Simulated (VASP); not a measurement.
# SiC (P1) in VASP: single point with PBE

Aim: the single point of SiC with PBE.

Everything below comes from runs of VASP 6.6.1. Logs are shortened: lines on timing, memory, paths and dates and some standing lists are left out, and cuts for length are marked.

**1. The cell of the first run**

The typed cell holds 4 atoms: a = 5.439 Å, b = 3.173 Å, c = 3.068 Å, α = 59.64°, β = 75.74°, γ = 91.46°.

**2. Single point, PBE**

Input file INCAR:

```
PREC = Accurate
ENCUT = 520
EDIFF = 1E-6
ISMEAR = -1
SIGMA = 0.0356
LREAL = False
LASPH = True
NELM = 80
ALGO = Normal
ISIF = 2
LWAVE = False
LCHARG = False
GGA = PE
NBANDS = 16
```

Input file KPOINTS:

```
Automatic mesh
0
Gamma
  4 7 7
  0.5 0.5 0
```

Input file POSCAR:

```
SiC
1.0
   -2.3373620000      4.3715080000      2.2388670000
    2.2548910000     -0.0374670000      2.2313290000
    2.2149290000      2.1232890000      0.0024950000
Si C
2 2
Direct
    0.0032490000      0.0071400000      0.0102390000
    0.5083480000      0.4979800000      0.9954520000
    0.1278000000      0.3846120000      0.2571780000
    0.6175070000      0.8794730000      0.2361800000
```

Potentials or basis: VASP PAW PBE potentials, release 64 (Si, C).

Started as:

```
$ cat potpaw_PBE.64/Si/POTCAR potpaw_PBE.64/C/POTCAR > POTCAR
$ mpirun -np 1 vasp_std > vasp.out
```

OUTCAR:

```text
PREC = Accurate
   ENCUT = 520
   EDIFF = 1E-6
   ISMEAR = -1
   LREAL = False
   LASPH = True
   NELM = 80
   ISIF = 2
   GGA = PE

 ion  position               nearest neighbor table
   1  0.003  0.007  0.010-   3 1.90   3 1.90   3 1.93   4 2.00   2 3.10   2 3.13   2 3.13   2 3.14

   2  0.508  0.498  0.995-   4 1.86   4 1.89   4 1.92   3 1.98   1 3.10   1 3.13   1 3.13   1 3.14

   3  0.128  0.385  0.257-   1 1.90   1 1.90   1 1.93   2 1.98
   4  0.618  0.879  0.236-   2 1.86   2 1.89   2 1.92   1 2.00

  LATTYP: Found a triclinic cell.
 ALAT       =     3.1045393302
 B/A-ratio  =     0.9883169075
 C/A-ratio  =     1.7679594377
 COS(alpha) =     0.0227640877
 COS(beta)  =     0.2986557656
 COS(gamma) =     0.4717659744

  Lattice vectors:

 A1 = (  -0.0399620000,   2.1607560000,  -2.2288340000)
 A2 = (   2.2149290000,   2.1232890000,   0.0024950000)
 A3 = (   2.2974000000,  -2.2107520000,  -4.4677010000)

Analysis of symmetry for initial positions (statically):
=====================================================================
 Subroutine PRICEL returns:
 Original cell was already a primitive cell.

 Routine SETGRP: Setting up the symmetry group for a
 triclinic supercell.

 Subroutine GETGRP returns: Found  1 space group operations
 (whereof  1 operations were pure point group operations)
 out of a pool of  2 trial point group operations.

The static configuration has the point symmetry C_1 .

Analysis of symmetry for dynamics (positions and initial velocities):
=====================================================================
 Subroutine PRICEL returns:
 Original cell was already a primitive cell.

 Routine SETGRP: Setting up the symmetry group for a
 triclinic supercell.

 Subroutine GETGRP returns: Found  1 space group operations
 (whereof  1 operations were pure point group operations)
 out of a pool of  2 trial point group operations.

The dynamic configuration has the point symmetry C_1 .

 Subroutine INISYM returns: Found  1 space group operations
 (whereof  1 operations are pure point group operations),
 and found     1 'primitive' translations

----------------------------------------------------------------------------------------

                                     Primitive cell

  volume of cell :      43.5595

  direct lattice vectors                    reciprocal lattice vectors
    -2.337362000  4.371508000  2.238867000    -0.108767294  0.113330237  0.111818802
     2.254891000 -0.037467000  2.231329000     0.108882193 -0.113976566  0.336217637
     2.214929000  2.123289000  0.002495000     0.225855540  0.235627653 -0.224283986

  length of vectors
     5.439289361  3.172501585  3.068268710     0.192814707  0.371333124  0.396023260

  position of ions in fractional coordinates (direct lattice)
     0.003249000  0.007140000  0.010239000
     0.508348000  0.497980000  0.995452000
     0.127800000  0.384612000  0.257178000
     0.617507000  0.879473000  0.236180000

  ion indices of the primitive-cell ions
   primitive index   ion index
                 1           1
                 2           2
                 3           3
                 4           4

----------------------------------------------------------------------------------------

 KPOINTS: Automatic mesh

Automatic generation of k-mesh.
 Grid dimensions read from file:
 generate k-points for:    4    7    7

 Generating k-lattice:

  Cartesian coordinates                     Fractional coordinates (reciprocal lattice)
    -0.027191823  0.028332559  0.027954700     0.250000000  0.000000000 -0.000000000
     0.015554599 -0.016282367  0.048031091     0.000000000  0.142857143 -0.000000000
     0.032265077  0.033661093 -0.032040569    -0.000000000  0.000000000  0.142857143

  Length of vectors
     0.048203677  0.053047589  0.056574751

  Shift w.r.t. Gamma in fractional coordinates (k-lattice)
     0.500000000  0.500000000  0.000000000

 Subroutine IBZKPT returns following result:
 ===========================================

 Found     98 irreducible k-points:

 Following reciprocal coordinates:
            Coordinates               Weight
  0.125000  0.071429 -0.000000      2.000000
  0.375000  0.071429 -0.000000      2.000000
 -0.375000  0.071429  0.000000      2.000000
 -0.125000  0.071429 -0.000000      2.000000
  0.125000  0.214286  0.000000      2.000000
  0.375000  0.214286 -0.000000      2.000000
[... 16 lines left out ...]
  0.125000  0.357143  0.142857      2.000000
  0.375000  0.357143  0.142857      2.000000
 [... further k-points ...]
   k-points           NKPTS =     98   k-points in BZ     NKDIM =     98   number of bands    NBANDS=     16
   number of dos      NEDOS =    301   number of ions     NIONS =      4
   total plane-waves  NPLWV =  23040
   dimension x,y,z NGX =    40 NGY =   24 NGZ =   24
   dimension x,y,z NGXF=    80 NGYF=   48 NGZF=   48
   ions per type =               2   2
   NGX,Y,Z   is equivalent  to a cutoff of  12.23, 12.58, 13.00 a.u.
   NGXF,Y,Z  is equivalent  to a cutoff of  24.45, 25.15, 26.01 a.u.
 SYSTEM =  unknown system
   PREC   = accura    normal or accurate (medium, high low for compatibility)
   ISTART =      0    job   : 0-new  1-cont  2-samecut
   ICHARG =      2    charge: 1-file 2-atom 10-const
   ISPIN  =      1    spin polarized calculation?
   LNONCOLLINEAR =      F non collinear calculations
   LSORBIT =      F    spin-orbit coupling
   LASPH  =      T    aspherical Exc in radial PAW
   ENCUT  =  520.0 eV  38.22 Ry    6.18 a.u.  10.11  5.90  5.70*2*pi/ulx,y,z
   NELM   =     80;   NELMIN=  2; NELMDL= -5     # of ELM steps
   EDIFF  = 0.1E-05   stopping-criterion for ELM
   LREAL  =      F    real-space projection
   EDIFFG = 0.1E-04   stopping-criterion for IOM
   NSW    =      0    number of steps for IOM
   IBRION =     -1    ionic relax: 0-MD 1-quasi-New 2-CG
   NFREE  =      0    steps in history (QN), initial steepest desc. (CG)
   ISIF   =      2    stress and relaxation
   ISYM   =      2    0-nonsym 1-usesym 2-fastsym
   POTIM  = 0.5000    time-step for ionic-motion
   TEBEG  =    0.0;   TEEND  =   0.0 temperature during run
   PSTRESS=    0.0 pullay stress
   NELECT =      16.0000    total number of electrons
   NUPDOWN=      -1.0000    fix difference up-down
   EMIN   =  10.00;   EMAX   =-10.00  energy-range for DOS
   EFERMI =   0.00;   METHOD = LEGACY
   ISMEAR =    -1;   SIGMA  =   0.04  broadening in eV -4-tet -1-fermi 0-gaus
   EFERMI_NEDOS =   21; number of points for ismear=-14 and -15
   IALGO  =     38    algorithm
   IMIX   =      4    mixing-type and parameters
     AMIX     =   0.40;   BMIX     =  1.00
     AMIX_MAG =   1.60;   BMIX_MAG =  1.00
  volume/ion in A,a.u.               =      10.89        73.49
  Fermi-wavevector in a.u.,A,eV,Ry     =   1.172431  2.215573 18.702482  1.374594
  Thomas-Fermi vector in A             =   2.308859
   LORBIT       =      0    0 simple, 1 ext, 2 COOP (PROOUT), +10 PAW based schemes
   GGA     = PE    functional components
   LHFCALC =     F    Hartree Fock is set to
   AEXX    =    0.0000 exact exchange contribution
   IVDW    =     0    specifies the selected vdW correction
   LEPSILON=     F    determine dielectric tensor
   LRPA    =     F    only Hartree local field effects (RPA)
 non-spin polarized calculation
  energy-cutoff  :      520.00
  volume of cell :       43.56
 maximum number of plane-waves:      1186
   NGX = 21   NGY = 11   NGZ = 11

 number of electron      16.0000000 magnetization

 Free energy of the ion-electron system (eV)
  ---------------------------------------------------
  ext. energy  EPLUGINS =         0.00000000
  ---------------------------------------------------
  free energy    TOTEN  =       -29.91985293 eV

  energy without entropy =      -29.91985293  energy(sigma->0) =      -29.91985293

 E-fermi :   8.3970     XC(G=0): -11.1366

 val. band max:        7.6270498775   @ k =  -0.1250   0.0714  -0.0000
 cond. band min:       9.1956373821   @ k =  -0.1250  -0.0714   0.4286
 fundamental gap:      1.5685875046
 Fermi energy:         8.3969785374

 k-point     1 :       0.1250    0.0714   -0.0000
  band No.  band energies     occupation
      1      -7.2908      2.00000
      2      -4.5910      2.00000
      3       0.0293      2.00000
      4       5.7265      2.00000
      5       6.7558      2.00000
      6       6.9238      2.00000
[... 8 lines left out ...]
     15      15.4188      0.00000
     16      17.7261      0.00000

 k-point     2 :       0.3750    0.0714   -0.0000
  band No.  band energies     occupation
      1      -6.6928      2.00000
      2      -5.8172      2.00000
      3       2.2790      2.00000
      4       4.4766      2.00000
      5       5.8375      2.00000
      6       6.7185      2.00000
[... 8 lines left out ...]
     15      15.9488      0.00000
     16      16.9790      0.00000

 k-point     3 :      -0.3750    0.0714    0.0000
  band No.  band energies     occupation
      1      -6.8517      2.00000
      2      -5.5752      2.00000
      3       1.7598      2.00000
      4       4.9763      2.00000
      5       6.0498      2.00000
      6       6.5395      2.00000
[... 8 lines left out ...]
     15      15.8362      0.00000
     16      16.8553      0.00000

 k-point     4 :      -0.1250    0.0714   -0.0000
  band No.  band energies     occupation
      1      -7.3468      2.00000
      2      -4.3992      2.00000
      3      -0.2595      2.00000
      4       5.8453      2.00000
      5       6.6051      2.00000
      6       6.6998      2.00000
[... 8 lines left out ...]
     15      15.3597      0.00000
     16      17.6549      0.00000
[... 324 lines left out ...]
 k-point    22 :      -0.1250    0.2143    0.1429
  band No.  band energies     occupation
      1      -6.8044      2.00000
      2      -4.1118      2.00000
      3       0.3636      2.00000
      4       4.0114      2.00000
      5       5.1371      2.00000
      6       6.0686      2.00000
[... 8 lines left out ...]
     15      16.4497      0.00000
     16      17.6432      0.00000

 k-point    23 :       0.1250    0.3571    0.1429
  band No.  band energies     occupation
      1      -5.8232      2.00000
      2      -3.4621      2.00000
      3       0.8826      2.00000
      4       2.5429      2.00000
      5       3.3075      2.00000
      6       4.6942      2.00000
[... 8 lines left out ...]
     15      17.2093      0.00000
     16      18.6075      0.00000

 k-point    24 :       0.3750    0.3571    0.1429
  band No.  band energies     occupation
      1      -5.2363      2.00000
      2      -4.5378      2.00000
      3       1.4708      2.00000
      4       2.6671      2.00000
      5       3.9167      2.00000
      6       5.1621      2.00000
[... 8 lines left out ...]
     15      17.6517      0.00000
     16      18.1736      0.00000

 [... further k-points ...]
[... 5 lines left out ...]
  --------------------------------------------------------------------------------------
  -------------------------------------------------------------------------------------
  Total       -2.9031883     -0.3186449     -2.1487081      2.4247028     -0.1441994      0.5597345
  in kB     -106.7831743    -11.7201887    -79.0323743     89.1838334     -5.3038473     20.5877878
  external PRESSURE =     -65.8452458 kB  Pullay stress =       0.0000000 kB

 VOLUME and BASIS-vectors are now :
 -----------------------------------------------------------------------------
  energy-cutoff  :      520.00
  volume of cell :       43.56
      direct lattice vectors                 reciprocal lattice vectors
    -2.337362000  4.371508000  2.238867000    -0.108767294  0.113330237  0.111818802
     2.254891000 -0.037467000  2.231329000     0.108882193 -0.113976566  0.336217637
     2.214929000  2.123289000  0.002495000     0.225855540  0.235627653 -0.224283986

 POSITION                                       TOTAL-FORCE (eV/Angst)
 -----------------------------------------------------------------------------------
      0.03118      0.03568      0.02323        -0.151109     -0.309526     -0.166499
      2.13955      4.31722      2.25176         0.472127     -1.287553     -0.428557
      1.13817      1.09033      1.14496        -0.076538      0.029878     -0.006769
      1.06290      3.16796      3.34550        -0.244481      1.567201      0.601826
 -----------------------------------------------------------------------------------
    total drift:                               -0.000013     -0.000006     -0.000135

  FREE ENERGIE OF THE ION-ELECTRON SYSTEM (eV)
  ---------------------------------------------------
  free  energy   TOTEN  =       -29.9198529312 eV

  energy  without entropy=      -29.9198529312  energy(sigma->0) =      -29.91985293
```

Wall time 37 s (1 thread of Intel Xeon 6975P-C, shared host); peak memory 0.19 GiB.

Results:

* Free energy: -29.9199 eV
* Pressure: -6.6 GPa
* Largest force: 1.696 eV/Å
* Band gap on the k mesh: 1.57 eV

Forces in eV/Å, atoms in the order of the input:
```
Si  -0.151 -0.310 -0.166
Si   0.472 -1.288 -0.429
C   -0.077  0.030 -0.007
C   -0.244  1.567  0.602
```

Caveat: forces of over 1 eV/Å act on the atoms, so gaps and moduli don't describe the material at rest. PBE gaps usually lie below the measured ones, often by a third to a half.
